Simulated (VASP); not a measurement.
# Hf2MgO (P4mm) in VASP: relaxation of cell and atoms with PBE

Aim: the relaxation of cell and atoms of Hf2MgO with PBE.

Everything below comes from runs of VASP 6.6.1. Logs are shortened: lines on timing, memory, paths and dates and some standing lists are left out, and cuts for length are marked.

## 1. The cell of the first run

Symmetry: P4mm, No. 99, tetragonal system. Conventional cell: a = 4.415 Å, b = 4.415 Å, c = 4.001 Å, α = 90.00°, β = 90.00°, γ = 90.00°. Mg (site symmetry 4mm) has 2 O at 1.97 to 2.04 Å and 4 Hf at 2.22 Å within 2.6 Å. Hf (site symmetry 2mm) has 2 Mg at 2.22 Å and 2 O at 2.81 Å within 2.9 Å. O (site symmetry 4mm) has 2 Mg at 1.97 to 2.04 Å within 2.6 Å.

The cell was generated, and may not be a known phase.

## 2. Relaxation of cell and atoms, PBE

File INCAR:

```
SYSTEM = Hf2MgO
  PREC = Accurate
  ENCUT = 600
  EDIFF = 1E-7
  ISMEAR = 0
  SIGMA = 0.1
  LREAL = .False.
  LASPH = .True.
  NELM = 120
  ALGO = Normal
  ISIF = 3
  LWAVE = .False.
  LCHARG = .False.
  GGA = PE
  IBRION = 2
  NSW = 90
  EDIFFG = -0.04
  GGA_COMPAT = .False.
  NELMIN = 4
```

File KPOINTS:

```
Automatic mesh
0
Gamma
  4 4 4
  0 0 0
```

File POSCAR:

```
Hf2MgO
1.0
    4.4147194900      0.0000000000      0.0000000000
    0.0000000000      4.4147194900      0.0000000000
    0.0000000000      0.0000000000      4.0012321200
Mg Hf O
1 2 1
Direct
    0.0000000000      0.0000000000      0.6261510100
    0.5000000000      0.0000000000      0.5708109900
    0.0000000000      0.5000000000      0.5708109900
    0.0000000000      0.0000000000      0.1349103500
```

Potentials or basis: VASP PAW PBE potentials, release 64 (Mg, Hf_pv, O).

Command:

```
$ cat potpaw_PBE.64/Mg/POTCAR potpaw_PBE.64/Hf_pv/POTCAR potpaw_PBE.64/O/POTCAR > POTCAR
$ mpirun -np 1 vasp_std > vasp.out
```

OUTCAR:

```text
SYSTEM = Hf2MgO
   PREC = Accurate
   ENCUT = 600
   EDIFF = 1E-7
   ISMEAR = 0
   LREAL = .False.
   LASPH = .True.
   NELM = 120
   ISIF = 3
   GGA = PE
   IBRION = 2
   NSW = 90
   EDIFFG = -0.04
   NELMIN = 4

 ion  position               nearest neighbor table
   1  0.000  0.000  0.626-   4 1.97   4 2.04   3 2.22   2 2.22   3 2.22   2 2.22
   2  0.500  0.000  0.571-   1 2.22   1 2.22   4 2.81   4 2.81   3 3.12   3 3.12   3 3.12   3 3.12

   3  0.000  0.500  0.571-   1 2.22   1 2.22   4 2.81   4 2.81   2 3.12   2 3.12   2 3.12   2 3.12

   4  0.000  0.000  0.135-   1 1.97   1 2.04   3 2.81   2 2.81   3 2.81   2 2.81

  LATTYP: Found a simple tetragonal cell.
 ALAT       =     4.4147194900
 C/A-ratio  =     0.9063389257

  Lattice vectors:

 A1 = (   4.4147194900,   0.0000000000,   0.0000000000)
 A2 = (   0.0000000000,   4.4147194900,   0.0000000000)
 A3 = (   0.0000000000,   0.0000000000,   4.0012321200)

Analysis of symmetry for initial positions (statically):
=====================================================================
 Subroutine PRICEL returns:
 Original cell was already a primitive cell.

 Routine SETGRP: Setting up the symmetry group for a
 simple tetragonal supercell.

 Subroutine GETGRP returns: Found  8 space group operations
 (whereof  8 operations were pure point group operations)
 out of a pool of 16 trial point group operations.

The static configuration has the point symmetry C_4v.

Analysis of symmetry for dynamics (positions and initial velocities):
=====================================================================
 Subroutine PRICEL returns:
 Original cell was already a primitive cell.

 Routine SETGRP: Setting up the symmetry group for a
 simple tetragonal supercell.

 Subroutine GETGRP returns: Found  8 space group operations
 (whereof  8 operations were pure point group operations)
 out of a pool of 16 trial point group operations.

The dynamic configuration has the point symmetry C_4v.

 Subroutine INISYM returns: Found  8 space group operations
 (whereof  8 operations are pure point group operations),
 and found     1 'primitive' translations

----------------------------------------------------------------------------------------

                                     Primitive cell

  volume of cell :      77.9830

  direct lattice vectors                    reciprocal lattice vectors
     4.414719490  0.000000000  0.000000000     0.226514958  0.000000000  0.000000000
     0.000000000  4.414719490  0.000000000     0.000000000  0.226514958  0.000000000
     0.000000000  0.000000000  4.001232120     0.000000000  0.000000000  0.249923016

  length of vectors
     4.414719490  4.414719490  4.001232120     0.226514958  0.226514958  0.249923016

  position of ions in fractional coordinates (direct lattice)
     0.000000000  0.000000000  0.626151010
     0.500000000  0.000000000  0.570810990
     0.000000000  0.500000000  0.570810990
     0.000000000  0.000000000  0.134910350

  ion indices of the primitive-cell ions
   primitive index   ion index
                 1           1
                 2           2
                 3           3
                 4           4

----------------------------------------------------------------------------------------

 KPOINTS: Automatic mesh

Automatic generation of k-mesh.
 Grid dimensions read from file:
 generate k-points for:    4    4    4

 Generating k-lattice:

  Cartesian coordinates                     Fractional coordinates (reciprocal lattice)
     0.056628740  0.000000000  0.000000000     0.250000000  0.000000000  0.000000000
     0.000000000  0.056628740  0.000000000     0.000000000  0.250000000  0.000000000
     0.000000000  0.000000000  0.062480754     0.000000000  0.000000000  0.250000000

  Length of vectors
     0.056628740  0.056628740  0.062480754

  Shift w.r.t. Gamma in fractional coordinates (k-lattice)
     0.000000000  0.000000000  0.000000000

 Subroutine IBZKPT returns following result:
 ===========================================

 Found     18 irreducible k-points:

 Following reciprocal coordinates:
            Coordinates               Weight
  0.000000  0.000000  0.000000      1.000000
  0.250000  0.000000  0.000000      4.000000
  0.500000  0.000000  0.000000      2.000000
  0.250000  0.250000  0.000000      4.000000
  0.500000  0.250000  0.000000      4.000000
  0.500000  0.500000  0.000000      1.000000
[... 10 lines left out ...]
  0.500000  0.250000  0.500000      4.000000
  0.500000  0.500000  0.500000      1.000000
   k-points           NKPTS =     18   k-points in BZ     NKDIM =     18   number of bands    NBANDS=     18
   number of dos      NEDOS =    301   number of ions     NIONS =      4
   total plane-waves  NPLWV =  41472
   dimension x,y,z NGX =    36 NGY =   36 NGZ =   32
   dimension x,y,z NGXF=    72 NGYF=   72 NGZF=   64
   ions per type =               1   2   1
   NGX,Y,Z   is equivalent  to a cutoff of  13.56, 13.56, 13.30 a.u.
   NGXF,Y,Z  is equivalent  to a cutoff of  27.11, 27.11, 26.59 a.u.
 SYSTEM =  Hf2MgO
   PREC   = accura    normal or accurate (medium, high low for compatibility)
   ISTART =      0    job   : 0-new  1-cont  2-samecut
   ICHARG =      2    charge: 1-file 2-atom 10-const
   ISPIN  =      1    spin polarized calculation?
   LNONCOLLINEAR =      F non collinear calculations
   LSORBIT =      F    spin-orbit coupling
   LASPH  =      T    aspherical Exc in radial PAW
   ENCUT  =  600.0 eV  44.10 Ry    6.64 a.u.   8.82  8.82  7.99*2*pi/ulx,y,z
   NELM   =    120;   NELMIN=  4; NELMDL= -5     # of ELM steps
   EDIFF  = 0.1E-06   stopping-criterion for ELM
   LREAL  =      F    real-space projection
   EDIFFG = -.4E-01   stopping-criterion for IOM
   NSW    =     90    number of steps for IOM
   IBRION =      2    ionic relax: 0-MD 1-quasi-New 2-CG
   NFREE  =      1    steps in history (QN), initial steepest desc. (CG)
   ISIF   =      3    stress and relaxation
   ISYM   =      2    0-nonsym 1-usesym 2-fastsym
   POTIM  = 0.5000    time-step for ionic-motion
   TEBEG  =    0.0;   TEEND  =   0.0 temperature during run
   PSTRESS=    0.0 pullay stress
   NELECT =      28.0000    total number of electrons
   NUPDOWN=      -1.0000    fix difference up-down
   EMIN   =  10.00;   EMAX   =-10.00  energy-range for DOS
   EFERMI =   0.00;   METHOD = LEGACY
   ISMEAR =     0;   SIGMA  =   0.10  broadening in eV -4-tet -1-fermi 0-gaus
   EFERMI_NEDOS =   21; number of points for ismear=-14 and -15
   IALGO  =     38    algorithm
   IMIX   =      4    mixing-type and parameters
     AMIX     =   0.40;   BMIX     =  1.00
     AMIX_MAG =   1.60;   BMIX_MAG =  1.00
  volume/ion in A,a.u.               =      19.50       131.56
  Fermi-wavevector in a.u.,A,eV,Ry     =   1.163574  2.198837 18.421003  1.353906
  Thomas-Fermi vector in A             =   2.300123
   LORBIT       =      0    0 simple, 1 ext, 2 COOP (PROOUT), +10 PAW based schemes
   GGA     = PE    functional components
   LHFCALC =     F    Hartree Fock is set to
   AEXX    =    0.0000 exact exchange contribution
   IVDW    =     0    specifies the selected vdW correction
   LEPSILON=     F    determine dielectric tensor
   LRPA    =     F    only Hartree local field effects (RPA)
 conjugate gradient relaxation of ions
 non-spin polarized calculation
 Gauss-broadening in eV      SIGMA  =   0.10
  energy-cutoff  :      600.00
  volume of cell :       77.98
 maximum number of plane-waves:      2640
 NGX is ok and might be reduce to    36
   NGX = 17   NGY = 17   NGZ = 15

--------------------------------------- Ionic step        1  -------------------------------------------

 number of electron      28.0000002 magnetization

 Free energy of the ion-electron system (eV)
  ---------------------------------------------------
  ext. energy  EPLUGINS =         0.00000000
  ---------------------------------------------------
  free energy    TOTEN  =       -17.61294111 eV

  energy without entropy =      -17.59080982  energy(sigma->0) =      -17.60187547

------------------------ aborting loop because EDIFF is reached ----------------------------------------

  FORCE on cell =-STRESS in cart. coord.  units (eV):
  Direction    XX          YY          ZZ          XY          YZ          ZX
  --------------------------------------------------------------------------------------
  -------------------------------------------------------------------------------------
  Total       21.9212871     21.9212871     -5.3612174      0.0000000      0.0000000      0.0000000
  in kB      450.3774714    450.3774714   -110.1473426      0.0000000      0.0000000      0.0000000
  external PRESSURE =     263.5358667 kB  Pullay stress =       0.0000000 kB
[... 95 lines left out ...]
  FREE ENERGIE OF THE ION-ELECTRON SYSTEM (eV)
  ---------------------------------------------------
  free  energy   TOTEN  =       -21.5633891342 eV

  energy  without entropy=      -21.5331050982  energy(sigma->0) =      -21.54824712

 E-fermi :   4.0504     XC(G=0): -10.0244

 val. band max:        4.0343437306   @ k =   0.2500   0.2500   0.2500
 cond. band min:       4.1677331980   @ k =   0.2500   0.2500   0.2500
 fundamental gap:      0.1333894674
 Fermi energy:         4.0503616087

 k-point     1 :       0.0000    0.0000    0.0000
  band No.  band energies     occupation
      1     -27.5818      2.00000
      2     -27.5818      2.00000
      3     -27.1132      2.00000
      4     -26.7054      2.00000
      5     -26.2209      2.00000
      6     -26.2209      2.00000
[... 10 lines left out ...]
     17       5.9538      0.00000
     18       8.5430      0.00000
[... 340 lines left out ...]
      2     -27.4081      2.00000
      3     -26.8825      2.00000
      4     -26.8825      2.00000
      5     -26.2983      2.00000
      6     -25.9055      2.00000
[... 10 lines left out ...]
     17       8.5721      0.00000
     18       9.4832      0.00000

[... ionic steps 4 to 38 ...]

--------------------------------------- Ionic step       39  -------------------------------------------

 number of electron      27.9999995 magnetization

------------------------ aborting loop because EDIFF is reached ----------------------------------------

  FORCE on cell =-STRESS in cart. coord.  units (eV):
  Direction    XX          YY          ZZ          XY          YZ          ZX
  --------------------------------------------------------------------------------------
  -------------------------------------------------------------------------------------
  Total        0.0188523      0.0188523      0.0221639      0.0000000     -0.0000000      0.0000000
  in kB        0.3431229      0.3431229      0.4033958      0.0000000     -0.0000000      0.0000000
  external PRESSURE =       0.3632139 kB  Pullay stress =       0.0000000 kB
[... 61 lines left out ...]
  energy  without entropy=      -28.3023683833  energy(sigma->0) =      -28.31502936

--------------------------------------- Ionic step       41  -------------------------------------------

 number of electron      27.9999996 magnetization

 Free energy of the ion-electron system (eV)
  ---------------------------------------------------
  ext. energy  EPLUGINS =         0.00000000
  ---------------------------------------------------
  free energy    TOTEN  =       -28.32783067 eV

  energy without entropy =      -28.30239688  energy(sigma->0) =      -28.31511378

 E-fermi :   3.2540     XC(G=0):  -9.5267

 val. band max:        3.2339072257   @ k =   0.5000   0.5000   0.2500
 cond. band min:       3.2698033319   @ k =   0.5000   0.2500   0.2500
 fundamental gap:      0.0358961062
 Fermi energy:         3.2540209950

 k-point     1 :       0.0000    0.0000    0.0000
  band No.  band energies     occupation
      1     -28.2532      2.00000
      2     -28.2532      2.00000
      3     -28.0812      2.00000
      4     -27.8340      2.00000
      5     -27.3676      2.00000
      6     -27.3676      2.00000
[... 10 lines left out ...]
     17       4.8196      0.00000
     18       6.5257      0.00000
[... 386 lines left out ...]
  FREE ENERGIE OF THE ION-ELECTRON SYSTEM (eV)
  ---------------------------------------------------
  free  energy   TOTEN  =       -28.3278306711 eV

  energy  without entropy=      -28.3023968796  energy(sigma->0) =      -28.31511378

 reached required accuracy - stopping structural energy minimisation
```

Run time: 7.2 min. Hardware: 1 thread of AMD EPYC 9R45 (Zen 5), shared host; peak memory 0.2 GiB.

What came out:

```yaml
Free_energy: -28.3278 eV
Relaxed_volume: 22.01 Å³/atom
Relaxed_cell: a = 4.106 Å, b = 4.106 Å, c = 5.223 Å, α = 90.00°, β = 90.00°, γ = 90.00°
Space_group_after_relaxing_to_0.1_Å: P4mm (No. 99)
Energy_gained_by_relaxing: 2678.7 meV/atom
Ionic_steps: 41
Pressure_after_relaxing: 0.0 GPa
Largest_force_after_relaxing: 0.014 eV/Å
Band_gap_on_the_k_mesh: zero (bands 14 and 15 overlap by 1.18 eV)
```

Forces in eV/Å, atoms in the order of the input:
```
Mg   0.000  0.000  0.009
Hf   0.000  0.000  0.003
Hf   0.000  0.000  0.003
O    0.000  0.000 -0.014
```

The path:
| step | energy change (eV) | largest force (eV/Å) | pressure (GPa) | volume (Å³) |
| --- | --- | --- | --- | --- |
| 1 | 0.0000 | 2.9039 | 26.35 | 77.98 |
| 3 | -3.9504 | 1.5566 | -3.15 | 107.13 |
| 5 | -4.2726 | 2.0937 | 0.47 | 101.88 |
| 7 | -4.5842 | 2.5292 | 1.58 | 99.00 |
| 9 | -4.8918 | 6.9416 | 4.47 | 94.67 |
| 11 | -4.9304 | 9.1705 | 6.06 | 93.01 |
| 13 | -5.0012 | 9.6124 | 6.38 | 92.49 |
| 15 | -5.2962 | 11.8011 | 7.81 | 90.14 |
| 17 | -5.9083 | 14.4836 | 9.65 | 86.41 |
| 19 | -7.5924 | 8.8184 | 9.90 | 80.47 |
| 21 | -8.6129 | 1.0322 | 2.13 | 83.28 |
| 23 | -8.7578 | 3.9561 | -1.32 | 85.74 |
| 25 | -8.9386 | 2.5331 | -1.77 | 85.34 |
| 27 | -9.7075 | 1.8514 | -5.31 | 85.43 |
| 29 | -9.9726 | 1.8315 | 16.44 | 77.99 |
| 31 | -10.2309 | 1.7137 | 10.44 | 80.09 |
| 33 | -10.6461 | 0.6229 | -0.67 | 89.84 |
| 35 | -10.7119 | 0.0745 | 0.38 | 87.53 |
| 37 | -10.7142 | 0.0245 | -0.03 | 88.05 |
| 39 | -10.7147 | 0.0486 | 0.04 | 88.03 |
| 41 | -10.7149 | 0.0145 | 0.01 | 88.05 |

Final structure:
```yaml
crystal:
  lattice:
    - [4.10576, 0.00000, 0.00000]
    - [0.00000, 4.10576, 0.00000]
    - [0.00000, 0.00000, 5.22319]
  atoms:
    - { symbol: Mg, position: [0.00000, 0.00000, 0.85799] }
    - { symbol: Hf, position: [0.50000, 0.00000, 0.40011] }
    - { symbol: Hf, position: [0.00000, 0.50000, 0.40011] }
    - { symbol: O, position: [0.00000, 0.00000, 0.24448] }
```

Caveat: the k points lie up to 0.38 Å⁻¹ apart in the final cell, too coarse for converged energies and pressures of a metal; a cell axis changed by over 15 % at a fixed basis, so the end point is rough; spin-orbit coupling is left out, which moves the levels of the heavy elements.

The gap in the log of VASP goes by the Fermi energy; the results here count the filled bands.